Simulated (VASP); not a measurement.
# HfO2 (R-3m) in VASP: further runs, part 2 of 2

VASP 6.6.1. Earlier steps stand in the parts before.

**4. Single point, r2SCAN**

This run uses another cell than the first one, of the same volume but with other edges.

Input file POSCAR:

```
HfO2
1.0
   -0.1222723072      2.4978485615      2.4978485615
    2.4978485615     -0.1222723072      2.4978485615
    2.4978485615      2.4978485615     -0.1222723072
Hf O
1 2
Direct
    0.0000000000      0.0000000000      0.0000000000
    0.2500000000      0.2500000000      0.2500000000
    0.7500000000      0.7500000000      0.7500000000
```

Input file INCAR.step1:

```
ALGO = Normal
EDIFF = 1E-4
ENCUT = 520
GGA = PE
ISMEAR = 0
LASPH = True
LCHARG = False
LREAL = False
LWAVE = True
NBANDS = 18
NELM = 60
PREC = Accurate
SIGMA = 0.05
```

Input file INCAR.step2:

```
ALGO = Normal
EDIFF = 1E-6
ENCUT = 520
ISIF = 2
ISMEAR = 0
ISTART = 1
LASPH = True
LCHARG = True
LELF = True
LMIXTAU = True
LREAL = False
LVHAR = True
LWAVE = False
METAGGA = R2SCAN
NBANDS = 18
NELM = 60
PREC = Accurate
SIGMA = 0.05
```

Input file KPOINTS:

```
k-points
0
Gamma
  8 8 8
```

Potentials or basis: VASP PAW PBE potentials, release 64 (Hf_pv, O).

On the command line:

```sh
$ cat potpaw_PBE.64/Hf_pv/POTCAR potpaw_PBE.64/O/POTCAR > POTCAR
$ cp INCAR.step1 INCAR
$ mpirun -np 1 vasp_std > vasp.out
$ cp INCAR.step2 INCAR
$ mpirun -np 1 vasp_std > vasp.out
```

OUTCAR:

```text
EDIFF = 1E-6
   ENCUT = 520
   ISIF = 2
   ISMEAR = 0
   ISTART = 1
   LASPH = True
   LREAL = False
   METAGGA = R2SCAN
   NELM = 60
   PREC = Accurate

 ion  position               nearest neighbor table
   1  0.000  0.000  0.000-   2 2.11   3 2.11   3 2.25   3 2.25   3 2.25   2 2.25   2 2.25   2 2.25

   2  0.250  0.250  0.250-   1 2.11   1 2.25   1 2.25   1 2.25
   3  0.750  0.750  0.750-   1 2.11   1 2.25   1 2.25   1 2.25

  LATTYP: Found a trigonal (rhomboedric) cell.
 ALAT       =     3.5346068225
 COS(alpha) =     0.4505091948

  Lattice vectors:

 A1 = (  -0.1222723072,   2.4978485615,   2.4978485615)
 A2 = (   2.4978485615,  -0.1222723072,   2.4978485615)
 A3 = (   2.4978485615,   2.4978485615,  -0.1222723072)

Analysis of symmetry for initial positions (statically):
=====================================================================
 Subroutine PRICEL returns:
 Original cell was already a primitive cell.

 Routine SETGRP: Setting up the symmetry group for a
 trigonal (rhombohedral) supercell.

 Subroutine GETGRP returns: Found 12 space group operations
 (whereof 12 operations were pure point group operations)
 out of a pool of 12 trial point group operations.

The static configuration has the point symmetry D_3d.

Analysis of symmetry for dynamics (positions and initial velocities):
=====================================================================
 Subroutine PRICEL returns:
 Original cell was already a primitive cell.

 Routine SETGRP: Setting up the symmetry group for a
 trigonal (rhombohedral) supercell.

 Subroutine GETGRP returns: Found 12 space group operations
 (whereof 12 operations were pure point group operations)
 out of a pool of 12 trial point group operations.

The dynamic configuration has the point symmetry D_3d.
[... 116 lines left out ...]
   ISMEAR =     0;   SIGMA  =   0.05  broadening in eV -4-tet -1-fermi 0-gaus
   EFERMI_NEDOS =   21; number of points for ismear=-14 and -15
   IALGO  =     38    algorithm
   IMIX   =      4    mixing-type and parameters
     AMIX     =   0.40;   BMIX     =  1.00
     AMIX_MAG =   1.60;   BMIX_MAG =  1.00
  volume/ion in A,a.u.               =      11.15        75.26
  Fermi-wavevector in a.u.,A,eV,Ry     =   1.423607  2.690227 27.574337  2.026657
  Thomas-Fermi vector in A             =   2.544186
   LORBIT       =      0    0 simple, 1 ext, 2 COOP (PROOUT), +10 PAW based schemes
   METAGGA = R2SCAN    functional components
   LHFCALC =     F    Hartree Fock is set to
   AEXX    =    0.0000 exact exchange contribution
   IVDW    =     0    specifies the selected vdW correction
   LEPSILON=     F    determine dielectric tensor
   LRPA    =     F    only Hartree local field effects (RPA)
 non-spin polarized calculation
 Gauss-broadening in eV      SIGMA  =   0.05
  energy-cutoff  :      520.00
  volume of cell :       33.46
 maximum number of plane-waves:       914
 NGX is ok and might be reduce to    28

 number of electron      21.9999998 magnetization

 Free energy of the ion-electron system (eV)
  ---------------------------------------------------
  ext. energy  EPLUGINS =         0.00000000
  ---------------------------------------------------
  free energy    TOTEN  =       -68.42732798 eV

  energy without entropy =      -68.42732798  energy(sigma->0) =      -68.42732798

 E-fermi :   3.8563     XC(G=0): -12.4203

 val. band max:        3.6516621720   @ k =   0.5000   0.5000   0.0000
 cond. band min:       7.9269682710   @ k =   0.5000   0.5000   0.0000
 fundamental gap:      4.2753060990
 Fermi energy:         3.8562567595

 k-point     1 :       0.0000    0.0000    0.0000
  band No.  band energies     occupation
      1     -27.1060      2.00000
      2     -27.1060      2.00000
      3     -27.0737      2.00000
      4     -15.8994      2.00000
      5     -13.0132      2.00000
      6      -1.6450      2.00000
[... 481 lines left out ...]
      5     -13.7246      2.00000
      6      -1.0681      2.00000
[... 10 lines left out ...]
     17      14.5548      0.00000
     18      16.2003      0.00000

 [... further k-points ...]

------------------------ aborting loop because EDIFF is reached ----------------------------------------

  FORCE on cell =-STRESS in cart. coord.  units (eV):
  Direction    XX          YY          ZZ          XY          YZ          ZX
  --------------------------------------------------------------------------------------
  -------------------------------------------------------------------------------------
  Total       -2.1555027     -2.1555027     -2.1555027      1.0007343      1.0007343      1.0007343
  in kB     -103.2243689   -103.2243689   -103.2243689     47.9239314     47.9239314     47.9239314
  external PRESSURE =    -103.2243689 kB  Pullay stress =       0.0000000 kB

 VOLUME and BASIS-vectors are now :
 -----------------------------------------------------------------------------
  energy-cutoff  :      520.00
  volume of cell :       33.46
      direct lattice vectors                 reciprocal lattice vectors
    -0.122272307  2.497848562  2.497848562    -0.186043019  0.195618763  0.195618763
     2.497848562 -0.122272307  2.497848562     0.195618763 -0.186043019  0.195618763
     2.497848562  2.497848562 -0.122272307     0.195618763  0.195618763 -0.186043019

 POSITION                                       TOTAL-FORCE (eV/Angst)
 -----------------------------------------------------------------------------------
      0.00000      0.00000      0.00000         0.000000     -0.000000      0.000000
      1.21836      1.21836      1.21836         0.350748      0.350748      0.350748
      3.65507      3.65507      3.65507        -0.350748     -0.350748     -0.350748
 -----------------------------------------------------------------------------------
    total drift:                                0.000000     -0.000000      0.000000

  FREE ENERGIE OF THE ION-ELECTRON SYSTEM (eV)
  ---------------------------------------------------
  free  energy   TOTEN  =       -68.4273279822 eV

  energy  without entropy=      -68.4273279822  energy(sigma->0) =      -68.42732798
```

OSZICAR.step1:

```text
N       E                     dE             d eps       ncg     rms          rms(c)
DAV:   1     0.911673660404E+02    0.91167E+02   -0.12564E+04  2340   0.120E+03
DAV:   2    -0.319550017216E+02   -0.12312E+03   -0.11887E+03  3050   0.286E+02
DAV:   3    -0.359634134950E+02   -0.40084E+01   -0.39955E+01  2742   0.459E+01
DAV:   4    -0.359853192867E+02   -0.21906E-01   -0.21902E-01  2914   0.385E+00
DAV:   5    -0.359854561465E+02   -0.13686E-03   -0.13686E-03  2594   0.281E-01    0.466E+01
DAV:   6    -0.303124511813E+02    0.56730E+01   -0.20583E+01  2392   0.322E+01    0.407E+01
DAV:   7    -0.302069119632E+02    0.10554E+00   -0.70008E-01  2660   0.682E+00    0.288E+01
DAV:   8    -0.301908289568E+02    0.16083E-01   -0.33208E-01  2532   0.521E+00    0.101E+01
DAV:   9    -0.301650543469E+02    0.25775E-01   -0.74353E-02  2446   0.233E+00    0.275E+00
DAV:  10    -0.301653373004E+02   -0.28295E-03   -0.33700E-03  2840   0.443E-01    0.201E-01
DAV:  11    -0.301653792728E+02   -0.41972E-04   -0.18311E-04  2578   0.116E-01
   1 F= -.30165379E+02 E0= -.30165379E+02  d E =-.814753E-25
```

It took 67 s on 1 thread of Intel Xeon 6975P-C (Granite Rapids), shared host; peak memory 0.19 GiB.

Results:

- Free energy: -68.4273 eV
- Pressure: -10.3 GPa
- Largest force: 0.608 eV/Å
- Band gap on the k mesh: 4.28 eV, direct

Forces on the atoms (eV/Å):
```
Hf   0.000  0.000  0.000
O    0.351  0.351  0.351
O   -0.351 -0.351 -0.351
```

Caveat: the PAW data sets were made with another functional, which shifts forces and pressure a little; spin-orbit coupling is left out, which moves the levels of the heavy elements.

**5. Single point, r2SCAN**

This run uses another cell than the first one, of the same volume but with other edges.

Input file POSCAR:

```
HfO2
1.0
    0.1329453398      2.6256704617      2.6256704617
    2.6256704617      0.1329453398      2.6256704617
    2.6256704617      2.6256704617      0.1329453398
Hf O
1 2
Direct
    0.0000000000      0.0000000000      0.0000000000
    0.2500000000      0.2500000000      0.2500000000
    0.7500000000      0.7500000000      0.7500000000
```

Input file INCAR.step1:

```
PREC = Accurate
ENCUT = 520
ISMEAR = 0
SIGMA = 0.05
LREAL = False
LASPH = True
NELM = 100
NBANDS = 18
GGA = PE
ALGO = Normal
EDIFF = 1E-4
LWAVE = True
LCHARG = False
```

Input file INCAR.step2:

```
PREC = Accurate
ENCUT = 520
EDIFF = 1E-6
ISMEAR = 0
SIGMA = 0.05
LREAL = False
LASPH = True
NELM = 100
ALGO = Normal
ISIF = 2
LWAVE = False
LCHARG = False
METAGGA = R2SCAN
LMIXTAU = True
NBANDS = 18
ISTART = 1
```

Input file KPOINTS:

```
regular mesh
0
Gamma
  8 8 8
```

Potentials or basis: VASP PAW PBE potentials, release 64 (Hf_pv, O).

On the command line:

```sh
$ cat potpaw_PBE.64/Hf_pv/POTCAR potpaw_PBE.64/O/POTCAR > POTCAR
$ cp INCAR.step1 INCAR
$ mpirun -np 1 vasp_std > vasp.out
$ cp INCAR.step2 INCAR
$ mpirun -np 1 vasp_std > vasp.out
```

OUTCAR:

```text
PREC = Accurate
   ENCUT = 520
   EDIFF = 1E-6
   ISMEAR = 0
   LREAL = False
   LASPH = True
   NELM = 100
   ISIF = 2
   METAGGA = R2SCAN
   ISTART = 1

 ion  position               nearest neighbor table
   1  0.000  0.000  0.000-   3 2.18   3 2.18   3 2.18   2 2.18   2 2.18   2 2.18   3 2.33   2 2.33

   2  0.250  0.250  0.250-   1 2.18   1 2.18   1 2.18   1 2.33
   3  0.750  0.750  0.750-   1 2.18   1 2.18   1 2.18   1 2.33

  LATTYP: Found a trigonal (rhomboedric) cell.
 ALAT       =     3.7156379278
 COS(alpha) =     0.5499279885

  Lattice vectors:

 A1 = (   0.1329453398,   2.6256704617,   2.6256704617)
 A2 = (   2.6256704617,   0.1329453398,   2.6256704617)
 A3 = (   2.6256704617,   2.6256704617,   0.1329453398)

Analysis of symmetry for initial positions (statically):
=====================================================================
 Subroutine PRICEL returns:
 Original cell was already a primitive cell.

 Routine SETGRP: Setting up the symmetry group for a
 trigonal (rhombohedral) supercell.

[... 164 lines left out ...]
  free energy    TOTEN  =       -68.44176684 eV

  energy without entropy =      -68.44176684  energy(sigma->0) =      -68.44176684

 E-fermi :   3.8457     XC(G=0): -12.4197

 val. band max:        3.6424021179   @ k =   0.5000   0.5000   0.0000
 cond. band min:       7.9210635424   @ k =   0.5000   0.5000   0.0000
 fundamental gap:      4.2786614245
 Fermi energy:         3.8456682908

 k-point     1 :       0.0000    0.0000    0.0000
  band No.  band energies     occupation
      1     -27.1452      2.00000
      2     -27.0671      2.00000
      3     -27.0671      2.00000
      4     -15.9000      2.00000
      5     -13.0236      2.00000
      6      -1.6884      2.00000
[... 481 lines left out ...]
      5     -13.6510      2.00000
      6      -1.2516      2.00000
[... 10 lines left out ...]
     17      14.0815      0.00000
     18      16.2051      0.00000

 [... further k-points ...]

------------------------ aborting loop because EDIFF is reached ----------------------------------------

  FORCE on cell =-STRESS in cart. coord.  units (eV):
  Direction    XX          YY          ZZ          XY          YZ          ZX
  --------------------------------------------------------------------------------------
  -------------------------------------------------------------------------------------
  Total       -2.1673553     -2.1673553     -2.1673553     -0.6120156     -0.6120156     -0.6120156
  in kB     -103.7919722   -103.7919722   -103.7919722    -29.3086715    -29.3086715    -29.3086715
  external PRESSURE =    -103.7919722 kB  Pullay stress =       0.0000000 kB

 VOLUME and BASIS-vectors are now :
 -----------------------------------------------------------------------------
  energy-cutoff  :      520.00
  volume of cell :       33.46
      direct lattice vectors                 reciprocal lattice vectors
     0.132945340  2.625670462  2.625670462    -0.205536372  0.195631005  0.195631005
     2.625670462  0.132945340  2.625670462     0.195631005 -0.205536372  0.195631005
     2.625670462  2.625670462  0.132945340     0.195631005  0.195631005 -0.205536372

 POSITION                                       TOTAL-FORCE (eV/Angst)
 -----------------------------------------------------------------------------------
      0.00000      0.00000      0.00000        -0.000000      0.000000     -0.000000
      1.34607      1.34607      1.34607        -0.154924     -0.154924     -0.154924
      4.03821      4.03821      4.03821         0.154924      0.154924      0.154924
 -----------------------------------------------------------------------------------
    total drift:                                0.000000      0.000000      0.000000

  FREE ENERGIE OF THE ION-ELECTRON SYSTEM (eV)
  ---------------------------------------------------
  free  energy   TOTEN  =       -68.4417668439 eV

  energy  without entropy=      -68.4417668439  energy(sigma->0) =      -68.44176684
```

OSZICAR.step1:

```text
N       E                     dE             d eps       ncg     rms          rms(c)
DAV:   1     0.937671439568E+02    0.93767E+02   -0.12624E+04  2340   0.121E+03
DAV:   2    -0.318179096542E+02   -0.12559E+03   -0.12175E+03  2974   0.287E+02
DAV:   3    -0.359719275304E+02   -0.41540E+01   -0.41395E+01  2728   0.466E+01
DAV:   4    -0.359966537292E+02   -0.24726E-01   -0.24720E-01  2816   0.399E+00
DAV:   5    -0.359968098232E+02   -0.15609E-03   -0.15609E-03  2644   0.298E-01    0.464E+01
DAV:   6    -0.303270549304E+02    0.56698E+01   -0.20573E+01  2386   0.322E+01    0.406E+01
DAV:   7    -0.302210791004E+02    0.10598E+00   -0.69593E-01  2626   0.682E+00    0.287E+01
DAV:   8    -0.302050843241E+02    0.15995E-01   -0.33030E-01  2528   0.521E+00    0.100E+01
DAV:   9    -0.301794049269E+02    0.25679E-01   -0.73678E-02  2448   0.232E+00    0.276E+00
DAV:  10    -0.301796941401E+02   -0.28921E-03   -0.33379E-03  2792   0.442E-01    0.191E-01
DAV:  11    -0.301797348859E+02   -0.40746E-04   -0.17824E-04  2556   0.114E-01
   1 F= -.30179735E+02 E0= -.30179735E+02  d E =-.642993E-18
```

Run time: 66 s. Hardware: 1 thread of Intel Xeon 6975P-C (Granite Rapids), shared host; peak memory 0.19 GiB.

What came out:

| Item | Value |
| --- | --- |
| Free energy | -68.4418 eV |
| Pressure | -10.4 GPa |
| Largest force | 0.268 eV/Å |
| Band gap on the k mesh | 4.28 eV, direct |

Forces in eV/Å, atoms in the order of the input:
```
Hf   0.000  0.000  0.000
O   -0.155 -0.155 -0.155
O    0.155  0.155  0.155
```

Stress tensor (GPa, compression positive):
```
-10.38  -2.93  -2.93
 -2.93 -10.38  -2.93
 -2.93  -2.93 -10.38
```

Caveat: the PAW data sets were made with another functional, which shifts forces and pressure a little; spin-orbit coupling is left out, which moves the levels of the heavy elements. A k mesh can miss the band edges.

**6. Summary**

```tsv
cell	gap on the mesh (eV)	pressure (GPa)	largest force (eV/Å)
a = 3.871 Å, angles 52.2°, 3 atoms	4.46	-4.2	0.22
a = 4.556 Å, angles 38.9°, 3 atoms	4.00	28.3	0.69
a = 3.535 Å, angles 63.2°, 3 atoms	4.28	-10.3	0.61
a = 3.716 Å, angles 56.6°, 3 atoms	4.28	-10.4	0.27
```

Alike in all rows: task single point; level r2SCAN; potentials or basis VASP PAW PBE potentials, release 64 (Hf_pv, O); no spin polarisation; k mesh 8 × 8 × 8; cutoff (eV) 520; smearing gaussian 0.05 eV.

Caveats: the PAW data sets were made with another functional, which shifts forces and pressure a little; spin-orbit coupling is left out, which moves the levels of the heavy elements.

Total energies depend on the potentials used, so only differences within one code and one set of settings carry meaning.
